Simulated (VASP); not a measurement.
# ZrB (Cmmm) in VASP: notebook

Aim: see how the results for ZrB move with the level of theory and the settings. Levels: LDA, PBEsol, revPBE, BLYP. Tasks: relaxation of cell and atoms.

Everything below comes from runs of VASP 6.6.1. Logs are shortened: lines on timing, memory, paths and dates and some standing lists are left out, and cuts for length are marked.

## 1. The cell of the first run

The structure is orthorhombic, space group Cmmm (No. 65). Conventional cell: a = 3.923 Å, b = 3.971 Å, c = 4.014 Å, α = 90.00°, β = 90.00°, γ = 90.00°. Within 2.6 Å of Zr (site symmetry mmm) lie 4 B at 1.96 to 1.99 Å. Within 2.6 Å of B (site symmetry mmm) lie 4 Zr at 1.96 to 1.99 Å.

## 2. Relaxation of cell and atoms, LDA

INCAR

```
SYSTEM = ZrB
PREC     = Accurate       ! precision mode
ENCUT    = 600            ! plane-wave cutoff, eV
EDIFF    = 1E-7           ! SCF threshold, eV
ISMEAR   = -1             ! smearing method
SIGMA    = 0.05           ! smearing width, eV
LREAL    = .False.        ! projectors in reciprocal space
LASPH    = .True.         ! aspherical terms in the spheres
NELM     = 80             ! most SCF steps
ALGO     = Normal         ! electronic algorithm
ISIF     = 3              ! what is computed and relaxed
LWAVE    = .False.        ! write WAVECAR
LCHARG   = .False.        ! write CHGCAR
IBRION   = 2              ! ionic algorithm
NSW      = 60             ! ionic steps
EDIFFG   = -0.01          ! ionic threshold
```

KPOINTS

```
regular mesh
0
Gamma
  10 10 7
  0 0 0
```

POSCAR

```
ZrB
1.0
    1.9614334600     -1.9857162700      0.0000000000
    1.9614334600      1.9857162700      0.0000000000
    0.0000000000      0.0000000000      4.0139456300
Zr B
1 1
Direct
    0.0000000000      0.0000000000      0.5000000000
    0.5000000000      0.5000000000      0.5000000000
```

Potentials or basis: VASP PAW LDA potentials, release 64 (Zr_sv, B).

Started as:

```bash
cat potpaw_LDA.64/Zr_sv/POTCAR potpaw_LDA.64/B/POTCAR > POTCAR
mpirun -np 1 vasp_std > vasp.out
```

OUTCAR:

```text
SYSTEM = ZrB
   PREC = Accurate
   ENCUT = 600
   EDIFF = 1E-7
   ISMEAR = -1
   LREAL = .False.
   LASPH = .True.
   NELM = 80
   ISIF = 3
   IBRION = 2
   NSW = 60
   EDIFFG = -0.01

 ion  position               nearest neighbor table
   1  0.000  0.000  0.500-   2 1.96   2 1.96   2 1.99   2 1.99
   2  0.500  0.500  0.500-   1 1.96   1 1.96   1 1.99   1 1.99

  LATTYP: Found a base centered orthorhombic cell.
 ALAT       =     3.9228669200
 B/A-ratio  =     1.0123801345
 C/A-ratio  =     1.0232173846

  Lattice vectors:

 A1 = (   1.9614334600,  -1.9857162700,   0.0000000000)
 A2 = (   1.9614334600,   1.9857162700,   0.0000000000)
 A3 = (   0.0000000000,   0.0000000000,   4.0139456300)

Analysis of symmetry for initial positions (statically):
=====================================================================
 Subroutine PRICEL returns:
 Original cell was already a primitive cell.

 Routine SETGRP: Setting up the symmetry group for a
 base centered orthorhombic supercell.

 Subroutine GETGRP returns: Found  8 space group operations
 (whereof  8 operations were pure point group operations)
 out of a pool of  8 trial point group operations.

The static configuration has the point symmetry D_2h.

Analysis of symmetry for dynamics (positions and initial velocities):
=====================================================================
 Subroutine PRICEL returns:
 Original cell was already a primitive cell.

 Routine SETGRP: Setting up the symmetry group for a
 base centered orthorhombic supercell.

 Subroutine GETGRP returns: Found  8 space group operations
 (whereof  8 operations were pure point group operations)
 out of a pool of  8 trial point group operations.

The dynamic configuration has the point symmetry D_2h.

 Subroutine INISYM returns: Found  8 space group operations
 (whereof  8 operations are pure point group operations),
 and found     1 'primitive' translations

----------------------------------------------------------------------------------------

                                     Primitive cell

  volume of cell :      31.2674

  direct lattice vectors                    reciprocal lattice vectors
     1.961433460 -1.985716270  0.000000000     0.254915606 -0.251798310  0.000000000
     1.961433460  1.985716270  0.000000000     0.254915606  0.251798310  0.000000000
     0.000000000  0.000000000  4.013945630     0.000000000  0.000000000  0.249131426

  length of vectors
     2.791109156  2.791109156  4.013945630     0.358307626  0.358307626  0.249131426

  position of ions in fractional coordinates (direct lattice)
     0.000000000  0.000000000  0.500000000
     0.500000000  0.500000000  0.500000000

  ion indices of the primitive-cell ions
   primitive index   ion index
                 1           1
                 2           2

----------------------------------------------------------------------------------------

 KPOINTS: regular mesh

Automatic generation of k-mesh.
 Grid dimensions read from file:
 generate k-points for:   10   10    7

 Generating k-lattice:

  Cartesian coordinates                     Fractional coordinates (reciprocal lattice)
     0.025491561 -0.025179831  0.000000000     0.100000000  0.000000000  0.000000000
     0.025491561  0.025179831  0.000000000     0.000000000  0.100000000  0.000000000
     0.000000000  0.000000000  0.035590204     0.000000000  0.000000000  0.142857143

  Length of vectors
     0.035830763  0.035830763  0.035590204

  Shift w.r.t. Gamma in fractional coordinates (k-lattice)
     0.000000000  0.000000000  0.000000000

 Subroutine IBZKPT returns following result:
 ===========================================

 Found    124 irreducible k-points:

 Following reciprocal coordinates:
            Coordinates               Weight
  0.000000  0.000000  0.000000      1.000000
  0.100000  0.000000  0.000000      4.000000
  0.200000  0.000000  0.000000      4.000000
  0.300000  0.000000  0.000000      4.000000
  0.400000  0.000000  0.000000      4.000000
  0.500000  0.000000  0.000000      2.000000
[... 16 lines left out ...]
  0.300000  0.300000  0.000000      2.000000
  0.400000  0.300000  0.000000      4.000000
 [... further k-points ...]
   k-points           NKPTS =    124   k-points in BZ     NKDIM =    124   number of bands    NBANDS=     11
   number of dos      NEDOS =    301   number of ions     NIONS =      2
   total plane-waves  NPLWV =  18432
   dimension x,y,z NGX =    24 NGY =   24 NGZ =   32
   dimension x,y,z NGXF=    48 NGYF=   48 NGZF=   64
   ions per type =               1   1
   NGX,Y,Z   is equivalent  to a cutoff of  14.30, 14.30, 13.25 a.u.
   NGXF,Y,Z  is equivalent  to a cutoff of  28.59, 28.59, 26.51 a.u.
 SYSTEM =  ZrB
   PREC   = accura    normal or accurate (medium, high low for compatibility)
   ISTART =      0    job   : 0-new  1-cont  2-samecut
   ICHARG =      2    charge: 1-file 2-atom 10-const
   ISPIN  =      1    spin polarized calculation?
   LNONCOLLINEAR =      F non collinear calculations
   LSORBIT =      F    spin-orbit coupling
   LASPH  =      T    aspherical Exc in radial PAW
   ENCUT  =  600.0 eV  44.10 Ry    6.64 a.u.   5.57  5.57  8.02*2*pi/ulx,y,z
   NELM   =     80;   NELMIN=  2; NELMDL= -5     # of ELM steps
   EDIFF  = 0.1E-06   stopping-criterion for ELM
   LREAL  =      F    real-space projection
   EDIFFG = -.1E-01   stopping-criterion for IOM
   NSW    =     60    number of steps for IOM
   IBRION =      2    ionic relax: 0-MD 1-quasi-New 2-CG
   NFREE  =      1    steps in history (QN), initial steepest desc. (CG)
   ISIF   =      3    stress and relaxation
   ISYM   =      2    0-nonsym 1-usesym 2-fastsym
   POTIM  = 0.5000    time-step for ionic-motion
   TEBEG  =    0.0;   TEEND  =   0.0 temperature during run
   PSTRESS=    0.0 pullay stress
   NELECT =      15.0000    total number of electrons
   NUPDOWN=      -1.0000    fix difference up-down
   EMIN   =  10.00;   EMAX   =-10.00  energy-range for DOS
   EFERMI =   0.00;   METHOD = LEGACY
   ISMEAR =    -1;   SIGMA  =   0.05  broadening in eV -4-tet -1-fermi 0-gaus
   EFERMI_NEDOS =   21; number of points for ismear=-14 and -15
   IALGO  =     38    algorithm
   IMIX   =      4    mixing-type and parameters
     AMIX     =   0.40;   BMIX     =  1.00
     AMIX_MAG =   1.60;   BMIX_MAG =  1.00
  volume/ion in A,a.u.               =      15.63       105.50
  Fermi-wavevector in a.u.,A,eV,Ry     =   1.281567  2.421810 22.346383  1.642413
  Thomas-Fermi vector in A             =   2.413929
   LORBIT       =      0    0 simple, 1 ext, 2 COOP (PROOUT), +10 PAW based schemes
   GGA     = CA    functional components
   LHFCALC =     F    Hartree Fock is set to
   AEXX    =    0.0000 exact exchange contribution
   IVDW    =     0    specifies the selected vdW correction
   LEPSILON=     F    determine dielectric tensor
   LRPA    =     F    only Hartree local field effects (RPA)
 conjugate gradient relaxation of ions
 non-spin polarized calculation
  energy-cutoff  :      600.00
  volume of cell :       31.27
 maximum number of plane-waves:      1054
 NGX is ok and might be reduce to    24
   NGX = 11   NGY = 11   NGZ = 17

--------------------------------------- Ionic step        1  -------------------------------------------

 number of electron      15.0000000 magnetization

 Free energy of the ion-electron system (eV)
  ---------------------------------------------------
  ext. energy  EPLUGINS =         0.00000000
  ---------------------------------------------------
  free energy    TOTEN  =       -11.64805401 eV

  energy without entropy =      -11.63840848  energy(sigma->0) =      -11.64323124

------------------------ aborting loop because EDIFF is reached ----------------------------------------

  FORCE on cell =-STRESS in cart. coord.  units (eV):
  Direction    XX          YY          ZZ          XY          YZ          ZX
  --------------------------------------------------------------------------------------
  -------------------------------------------------------------------------------------
  Total       20.6504066     20.1393305     -0.3139140      0.0000000      0.0000000      0.0000000
  in kB     1058.1492630   1031.9611697    -16.0852963      0.0000000      0.0000000      0.0000000
  external PRESSURE =     691.3417121 kB  Pullay stress =       0.0000000 kB
[... 769 lines left out ...]
 k-point    24 :       0.4000    0.3000    0.0000
  band No.  band energies     occupation
      1     -43.5818      2.00000
      2     -22.0819      2.00000
      3     -21.8844      2.00000
      4     -21.7529      2.00000
      5      -1.0665      2.00000
      6       2.8039      2.00000
      7       4.1811      1.75514
      8       4.7361      0.00022
      9       4.8091      0.00005
     10       6.3623      0.00000
     11       9.3498      0.00000

 [... further k-points ...]

[... ionic steps 4 to 18 ...]

--------------------------------------- Ionic step       19  -------------------------------------------

 number of electron      15.0000001 magnetization

------------------------ aborting loop because EDIFF is reached ----------------------------------------

  FORCE on cell =-STRESS in cart. coord.  units (eV):
  Direction    XX          YY          ZZ          XY          YZ          ZX
  --------------------------------------------------------------------------------------
  -------------------------------------------------------------------------------------
  Total        0.0091148      0.0230212     -0.0260935     -0.0000000      0.0000000      0.0000000
  in kB        0.4509033      1.1388465     -1.2908319     -0.0000000      0.0000000      0.0000000
  external PRESSURE =       0.0996393 kB  Pullay stress =       0.0000000 kB
[... 57 lines left out ...]
  energy  without entropy=      -15.2119734644  energy(sigma->0) =      -15.21961612

--------------------------------------- Ionic step       21  -------------------------------------------

 number of electron      15.0000001 magnetization

 Free energy of the ion-electron system (eV)
  ---------------------------------------------------
  ext. energy  EPLUGINS =         0.00000000
  ---------------------------------------------------
  free energy    TOTEN  =       -15.22726715 eV

  energy without entropy =      -15.21194081  energy(sigma->0) =      -15.21960398

 E-fermi :   6.7075     XC(G=0): -11.1490

 val. band max:        6.7036497278   @ k =  -0.2000   0.1000   0.2857
 cond. band min:       6.7327177149   @ k =   0.3000   0.2000   0.4286
 fundamental gap:      0.0290679872
 Fermi energy:         6.7075311495

 k-point     1 :       0.0000    0.0000    0.0000
  band No.  band energies     occupation
      1     -40.9057      2.00000
      2     -18.9058      2.00000
      3     -18.9057      2.00000
      4     -18.6111      2.00000
      5      -1.3424      2.00000
      6       5.3445      2.00000
      7       5.9259      2.00000
      8       8.9020      0.00000
      9       8.9024      0.00000
     10      10.1648      0.00000
     11      11.5887      0.00000
[... 351 lines left out ...]
  FREE ENERGIE OF THE ION-ELECTRON SYSTEM (eV)
  ---------------------------------------------------
  free  energy   TOTEN  =       -15.2272671503 eV

  energy  without entropy=      -15.2119408135  energy(sigma->0) =      -15.21960398

 reached required accuracy - stopping structural energy minimisation
```

Wall time 3.2 min (1 thread of Intel Xeon 6975P-C (Granite Rapids), shared host); peak memory 0.2 GiB.

Results:

| Property | Result |
| --- | --- |
| Free energy | -15.2273 eV |
| Relaxed volume | 16.19 Å³/atom |
| Relaxed cell | a = 3.355 Å, b = 3.355 Å, c = 2.877 Å, α = 90.00°, β = 90.00°, γ = 90.00° |
| Space group after relaxing (to 0.05 Å) | P4/mmm (No. 123) |
| Energy gained by relaxing | 1789.6 meV/atom |
| Ionic steps | 21 |
| Pressure after relaxing | 0.0 GPa |

Step by step:
| step | energy change (eV) | largest force (eV/Å) | pressure (GPa) | volume (Å³) |
| --- | --- | --- | --- | --- |
| 1 | 0.0000 | 0.0000 | 69.13 | 31.27 |
| 2 | 0.4375 | 0.0000 | -20.40 | 69.07 |
| 3 | -2.8847 | 0.0000 | -6.44 | 45.07 |
| 4 | -2.9228 | 0.0000 | -3.49 | 43.80 |
| 5 | -2.9292 | 0.0000 | -1.47 | 43.02 |
| 6 | -2.9287 | 0.0000 | -2.15 | 43.27 |
| 7 | -2.9656 | 0.0000 | -1.99 | 42.17 |
| 8 | -3.1256 | 0.0000 | -1.36 | 38.84 |
| 9 | -3.5473 | 0.0000 | 3.36 | 32.09 |
| 10 | -3.4863 | 0.0000 | 8.60 | 29.73 |
| 11 | -3.5526 | 0.0000 | 4.26 | 31.59 |
| 12 | -3.5644 | 0.0000 | 3.12 | 31.41 |
| 13 | -3.5644 | 0.0000 | 3.13 | 31.41 |
| 14 | -3.5722 | 0.0000 | 2.00 | 31.74 |
| 15 | -3.5787 | 0.0000 | -0.71 | 32.60 |
| 16 | -3.5790 | 0.0000 | -0.27 | 32.46 |
| 17 | -3.5791 | 0.0000 | -0.14 | 32.42 |
| 18 | -3.5792 | 0.0000 | 0.00 | 32.39 |
| 19 | -3.5792 | 0.0000 | 0.01 | 32.39 |
| 20 | -3.5792 | 0.0000 | 0.01 | 32.39 |
| 21 | -3.5792 | 0.0000 | -0.01 | 32.39 |

Final structure:
```cif
data_structure
_symmetry_space_group_name_H-M 'P 1'
_symmetry_Int_Tables_number 1
_cell_length_a 3.3553
_cell_length_b 3.3553
_cell_length_c 2.8768
_cell_angle_alpha 90.000
_cell_angle_beta 90.000
_cell_angle_gamma 90.004
_cell_volume 32.39
loop_
_atom_site_label
_atom_site_type_symbol
_atom_site_fract_x
_atom_site_fract_y
_atom_site_fract_z
_atom_site_occupancy
Zr1 Zr 0.00000 0.00000 0.50000 1
B1 B 0.50000 0.50000 0.50000 1
```

[end of part 1 of 2]
